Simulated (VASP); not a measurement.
# Au (Fm-3m) in VASP: further runs

Aim: see how the results for Au move with the level of theory and the settings. Levels: RPBE, PBE. Tasks: single point.

Everything below comes from runs of VASP 6.6.1. Logs are shortened: lines on timing, memory, paths and dates and some standing lists are left out, and cuts for length are marked.

## Step 1: The cell of the first run

Symmetry: Fm-3m, No. 225, cubic system. The conventional cell has a = 4.150 Å, b = 4.150 Å, c = 4.150 Å, α = 90.00°, β = 90.00°, γ = 90.00°. Within 3.9 Å of Au (site symmetry m-3m) lie 12 Au at 2.93 Å.

## Step 2: Single point, RPBE

Input file INCAR:

```
SYSTEM = Au
  PREC = Accurate
  ENCUT = 520
  EDIFF = 1E-6
  ISMEAR = -1
  SIGMA = 0.05
  LREAL = .FALSE.
  LASPH = .TRUE.
  NELM = 60
  ALGO = Normal
  ISIF = 2
  LWAVE = .FALSE.
  LCHARG = .FALSE.
  GGA = RP
  NBANDS = 12
```

Input file KPOINTS:

```
Automatic mesh
0
G
  11 11 11
  0 0 0
```

Input file POSCAR:

```
Au
1.0
    0.0000000000      2.0749120936      2.0749120936
    2.0749120936      0.0000000000      2.0749120936
    2.0749120936      2.0749120936      0.0000000000
Au
1
Direct
    0.0000000000      0.0000000000      0.0000000000
```

Potentials or basis: VASP PAW PBE potentials, release 64 (Au).

Command:

```bash
$ cat potpaw_PBE.64/Au/POTCAR > POTCAR
$ mpirun -np 1 vasp_std > vasp.out
```

OUTCAR:

```text
SYSTEM = Au
   PREC = Accurate
   ENCUT = 520
   EDIFF = 1E-6
   ISMEAR = -1
   LREAL = .FALSE.
   LASPH = .TRUE.
   NELM = 60
   ISIF = 2
   GGA = RP

 ion  position               nearest neighbor table
   1  0.000  0.000  0.000-

  LATTYP: Found a face centered cubic cell.
 ALAT       =     4.1498241872

  Lattice vectors:

 A1 = (   0.0000000000,   2.0749120936,   2.0749120936)
 A2 = (   2.0749120936,   0.0000000000,   2.0749120936)
 A3 = (   2.0749120936,   2.0749120936,   0.0000000000)

Analysis of symmetry for initial positions (statically):
=====================================================================
 Subroutine PRICEL returns:
 Original cell was already a primitive cell.

 Routine SETGRP: Setting up the symmetry group for a
 face centered cubic supercell.

 Subroutine GETGRP returns: Found 48 space group operations
[... 9 lines left out ...]

 Routine SETGRP: Setting up the symmetry group for a
 face centered cubic supercell.

 Subroutine GETGRP returns: Found 48 space group operations
[... 11 lines left out ...]
                                     Primitive cell

  volume of cell :      17.8661

  direct lattice vectors                    reciprocal lattice vectors
     0.000000000  2.074912094  2.074912094    -0.240974064  0.240974064  0.240974064
     2.074912094  0.000000000  2.074912094     0.240974064 -0.240974064  0.240974064
     2.074912094  2.074912094  0.000000000     0.240974064  0.240974064 -0.240974064

  length of vectors
     2.934368824  2.934368824  2.934368824     0.417379322  0.417379322  0.417379322

  position of ions in fractional coordinates (direct lattice)
     0.000000000  0.000000000  0.000000000

  ion indices of the primitive-cell ions
   primitive index   ion index
                 1           1

----------------------------------------------------------------------------------------

 KPOINTS: Automatic mesh

Automatic generation of k-mesh.
 Grid dimensions read from file:
 generate k-points for:   11   11   11

 Generating k-lattice:

  Cartesian coordinates                     Fractional coordinates (reciprocal lattice)
    -0.021906733  0.021906733  0.021906733     0.090909091  0.000000000  0.000000000
     0.021906733 -0.021906733  0.021906733     0.000000000  0.090909091  0.000000000
     0.021906733  0.021906733 -0.021906733     0.000000000  0.000000000  0.090909091

  Length of vectors
     0.037943575  0.037943575  0.037943575

  Shift w.r.t. Gamma in fractional coordinates (k-lattice)
     0.000000000  0.000000000  0.000000000

 Subroutine IBZKPT returns following result:
 ===========================================

 Found     56 irreducible k-points:

 Following reciprocal coordinates:
            Coordinates               Weight
  0.000000  0.000000  0.000000      1.000000
  0.090909  0.000000  0.000000      8.000000
  0.181818  0.000000  0.000000      8.000000
  0.272727  0.000000  0.000000      8.000000
  0.363636  0.000000  0.000000      8.000000
  0.454545  0.000000  0.000000      8.000000
[... 16 lines left out ...]
 -0.272727  0.181818  0.000000     24.000000
 -0.181818  0.181818  0.000000     12.000000
 [... further k-points ...]
   k-points           NKPTS =     56   k-points in BZ     NKDIM =     56   number of bands    NBANDS=     12
   number of dos      NEDOS =    301   number of ions     NIONS =      1
   total plane-waves  NPLWV =  13824
   dimension x,y,z NGX =    24 NGY =   24 NGZ =   24
   dimension x,y,z NGXF=    48 NGYF=   48 NGZF=   48
   ions per type =               1
   NGX,Y,Z   is equivalent  to a cutoff of  13.60, 13.60, 13.60 a.u.
   NGXF,Y,Z  is equivalent  to a cutoff of  27.19, 27.19, 27.19 a.u.
 SYSTEM =  Au
   PREC   = accura    normal or accurate (medium, high low for compatibility)
   ISTART =      0    job   : 0-new  1-cont  2-samecut
   ICHARG =      2    charge: 1-file 2-atom 10-const
   ISPIN  =      1    spin polarized calculation?
   LNONCOLLINEAR =      F non collinear calculations
   LSORBIT =      F    spin-orbit coupling
   LASPH  =      T    aspherical Exc in radial PAW
   ENCUT  =  520.0 eV  38.22 Ry    6.18 a.u.   5.46  5.46  5.46*2*pi/ulx,y,z
   NELM   =     60;   NELMIN=  2; NELMDL= -5     # of ELM steps
   EDIFF  = 0.1E-05   stopping-criterion for ELM
   LREAL  =      F    real-space projection
   EDIFFG = 0.1E-04   stopping-criterion for IOM
   NSW    =      0    number of steps for IOM
   IBRION =     -1    ionic relax: 0-MD 1-quasi-New 2-CG
   NFREE  =      0    steps in history (QN), initial steepest desc. (CG)
   ISIF   =      2    stress and relaxation
   ISYM   =      2    0-nonsym 1-usesym 2-fastsym
   POTIM  = 0.5000    time-step for ionic-motion
   TEBEG  =    0.0;   TEEND  =   0.0 temperature during run
   PSTRESS=    0.0 pullay stress
   NELECT =      11.0000    total number of electrons
   NUPDOWN=      -1.0000    fix difference up-down
   EMIN   =  10.00;   EMAX   =-10.00  energy-range for DOS
[... 5 lines left out ...]
     AMIX     =   0.40;   BMIX     =  1.00
     AMIX_MAG =   1.60;   BMIX_MAG =  1.00
  volume/ion in A,a.u.               =      17.87       120.57
  Fermi-wavevector in a.u.,A,eV,Ry     =   1.392716  2.631852 26.390663  1.939659
  Thomas-Fermi vector in A             =   2.516432
   LORBIT       =      0    0 simple, 1 ext, 2 COOP (PROOUT), +10 PAW based schemes
   GGA     = RP    functional components
   LHFCALC =     F    Hartree Fock is set to
   AEXX    =    0.0000 exact exchange contribution
   IVDW    =     0    specifies the selected vdW correction
   LEPSILON=     F    determine dielectric tensor
   LRPA    =     F    only Hartree local field effects (RPA)
 non-spin polarized calculation
  energy-cutoff  :      520.00
  volume of cell :       17.87
 maximum number of plane-waves:       531
 NGX is ok and might be reduce to    24
   NGX = 11   NGY = 11   NGZ = 11

 number of electron      11.0000002 magnetization

 Free energy of the ion-electron system (eV)
  ---------------------------------------------------
  ext. energy  EPLUGINS =         0.00000000
  ---------------------------------------------------
  free energy    TOTEN  =        -2.63672426 eV

  energy without entropy =       -2.63588993  energy(sigma->0) =       -2.63630709

 E-fermi :   8.9221     XC(G=0): -12.3438

 val. band max:        8.7559967945   @ k =   0.4545   0.3636   0.0000
 cond. band min:       9.0633242571   @ k =  -0.4545   0.0909   0.0000
 fundamental gap:      0.3073274626
 Fermi energy:         8.9221224804

 k-point     1 :       0.0000    0.0000    0.0000
  band No.  band energies     occupation
      1      -0.5152      2.00000
      2       4.3620      2.00000
      3       4.3620      2.00000
      4       4.3620      2.00000
      5       5.7457      2.00000
      6       5.7457      2.00000
      7      23.3775      0.00000
      8      27.1341      0.00000
      9      27.1341      0.00000
     10      27.1341      0.00000
     11      31.8683      0.00000
     12      36.0210      0.00000

 k-point     2 :       0.0909    0.0000    0.0000
  band No.  band energies     occupation
      1      -0.2412      2.00000
      2       4.2819      2.00000
      3       4.4499      2.00000
      4       4.4499      2.00000
      5       5.7104      2.00000
      6       5.7104      2.00000
      7      23.6468      0.00000
      8      25.5102      0.00000
      9      27.4306      0.00000
     10      27.4306      0.00000
     11      32.4720      0.00000
     12      34.5274      0.00000

 k-point     3 :       0.1818    0.0000    0.0000
  band No.  band energies     occupation
      1       0.5125      2.00000
      2       4.1553      2.00000
      3       4.6081      2.00000
      4       4.6081      2.00000
      5       5.7171      2.00000
      6       5.7171      2.00000
      7      22.2468      0.00000
      8      24.4435      0.00000
      9      28.1114      0.00000
     10      28.1114      0.00000
     11      30.4699      0.00000
     12      32.4667      0.00000

 k-point     4 :       0.2727    0.0000    0.0000
  band No.  band energies     occupation
      1       1.4202      2.00000
      2       4.3976      2.00000
      3       4.5962      2.00000
      4       4.5962      2.00000
      5       6.0032      2.00000
      6       6.0032      2.00000
      7      18.8096      0.00000
      8      24.1927      0.00000
      9      28.0596      0.00000
     10      28.0596      0.00000
     11      30.4312      0.00000
     12      31.4113      0.00000

 k-point     5 :       0.3636    0.0000    0.0000
  band No.  band energies     occupation
      1       1.8716      2.00000
      2       4.4517      2.00000
      3       4.4517      2.00000
      4       5.6561      2.00000
      5       6.4670      2.00000
      6       6.4670      2.00000
      7      15.2809      0.00000
      8      23.4030      0.00000
      9      26.7255      0.00000
     10      26.7255      0.00000
     11      32.1629      0.00000
     12      32.1717      0.00000
[... 228 lines left out ...]
      1       2.6051      2.00000
      2       3.9392      2.00000
      3       4.9049      2.00000
      4       5.0753      2.00000
      5       6.8016      2.00000
      6      10.6390      0.00000
      7      11.7525      0.00000
      8      21.2423      0.00000
      9      23.8741      0.00000
     10      24.4387      0.00000
     11      33.6052      0.00000
     12      33.6587      0.00000

 k-point    22 :      -0.3636    0.1818    0.0000
  band No.  band energies     occupation
      1       2.6816      2.00000
      2       4.0144      2.00000
      3       4.8865      2.00000
      4       4.9472      2.00000
      5       6.3650      2.00000
      6       9.2470      0.00301
      7      13.8035      0.00000
      8      20.6352      0.00000
      9      24.4811      0.00000
     10      25.3987      0.00000
     11      31.9462      0.00000
     12      33.6454      0.00000

 k-point    23 :      -0.2727    0.1818    0.0000
  band No.  band energies     occupation
      1       2.6361      2.00000
      2       4.0321      2.00000
      3       4.3855      2.00000
      4       4.9876      2.00000
      5       5.7546      2.00000
      6       7.8529      2.00000
      7      17.0071      0.00000
      8      20.7258      0.00000
      9      25.0982      0.00000
     10      27.6150      0.00000
     11      29.7286      0.00000
     12      33.6651      0.00000

 k-point    24 :      -0.1818    0.1818    0.0000
  band No.  band energies     occupation
      1       1.9515      2.00000
      2       3.8131      2.00000
      3       4.5555      2.00000
      4       5.1659      2.00000
      5       5.2009      2.00000
      6       6.8696      2.00000
      7      19.9128      0.00000
      8      21.7612      0.00000
      9      26.2892      0.00000
     10      27.8323      0.00000
     11      30.0345      0.00000
     12      32.7058      0.00000

 [... further k-points ...]

------------------------ aborting loop because EDIFF is reached ----------------------------------------

  FORCE on cell =-STRESS in cart. coord.  units (eV):
  Direction    XX          YY          ZZ          XY          YZ          ZX
  --------------------------------------------------------------------------------------
  -------------------------------------------------------------------------------------
  Total        0.4870253      0.4870253      0.4870253      0.0000000      0.0000000     -0.0000000
  in kB       43.6750113     43.6750113     43.6750113      0.0000000      0.0000000     -0.0000000
  external PRESSURE =      43.6750113 kB  Pullay stress =       0.0000000 kB

 VOLUME and BASIS-vectors are now :
 -----------------------------------------------------------------------------
  energy-cutoff  :      520.00
  volume of cell :       17.87
      direct lattice vectors                 reciprocal lattice vectors
     0.000000000  2.074912094  2.074912094    -0.240974064  0.240974064  0.240974064
     2.074912094  0.000000000  2.074912094     0.240974064 -0.240974064  0.240974064
     2.074912094  2.074912094  0.000000000     0.240974064  0.240974064 -0.240974064

 POSITION                                       TOTAL-FORCE (eV/Angst)
 -----------------------------------------------------------------------------------
      0.00000      0.00000      0.00000        -0.000000      0.000000     -0.000000
 -----------------------------------------------------------------------------------
    total drift:                                0.000000      0.000000     -0.000000

  FREE ENERGIE OF THE ION-ELECTRON SYSTEM (eV)
  ---------------------------------------------------
  free  energy   TOTEN  =        -2.6367242605 eV

  energy  without entropy=       -2.6358899285  energy(sigma->0) =       -2.63630709
```

It used 6 s of CPU time on 1 thread of Intel Xeon 6975P-C (shared host).

What came out:

```
Free energy : -2.6367 eV
Pressure    : 4.4 GPa
```

Levels at points of the mesh, in eV from the Fermi level:
```tsv
k point	band 2	band 3	band 4	band 5	band 6	band 7	band 8	band 9	band 10	band 11
(0.00, 0.00, 0.00)	-4.56	-4.56	-4.56	-3.18	-3.18	14.46	18.21	18.21	18.21	22.95
```

Caveat: the PAW data sets were made with another functional, which shifts forces and pressure a little; spin-orbit coupling is left out, which moves the levels of the heavy elements.

## Step 3: Single point, PBE

This run uses another cell than the first one, of 16.85 Å³/atom, 0.943 times its volume.

Input file INCAR:

```
SYSTEM = Au
PREC = Accurate
ENCUT = 520
EDIFF = 1E-6
ISMEAR = -1
SIGMA = 0.03
LREAL = .FALSE.
LASPH = .TRUE.
NELM = 100
ALGO = Normal
ISIF = 2
LWAVE = .FALSE.
LCHARG = .TRUE.
GGA = PE
LELF = .TRUE.
LVHAR = .TRUE.
NBANDS = 12
```

Input file KPOINTS:

```
Automatic mesh
0
G
  6 6 6
  0 0 0
```

Input file POSCAR:

```
Au
1.0
    0.0000000000      2.0350000000      2.0350000000
    2.0350000000      0.0000000000      2.0350000000
    2.0350000000      2.0350000000      0.0000000000
Au
1
Direct
    0.0000000000      0.0000000000      0.0000000000
```

Potentials or basis: VASP PAW PBE potentials, release 64 (Au).

Command:

```bash
$ cat potpaw_PBE.64/Au/POTCAR > POTCAR
$ mpirun -np 1 vasp_std > vasp.out
```

Run time: 4.2 s. Hardware: 1 thread of Intel Xeon Platinum 8488C (Sapphire Rapids), shared host; peak memory 0.13 GiB.

The run converged. Its results:

```
Free energy : -3.1135 eV
Pressure    : 11.9 GPa
```

Levels at points of the mesh, in eV from the Fermi level:
```
           k point  band 4  band 5  band 6  band 7  band 8  band 9
(0.00, 0.00, 0.00)   -4.68   -3.13   -3.13   14.57   18.64   18.64
(0.50, 0.00, 0.00)   -1.91   -1.91   -0.94    3.20   14.03   17.28
(0.50, 0.50, 0.00)   -1.58   -1.58    1.06    5.94   10.11   10.11
```

Caveat: the k points lie up to 0.45 Å⁻¹ apart; spin-orbit coupling is left out, which moves the levels of the heavy elements.
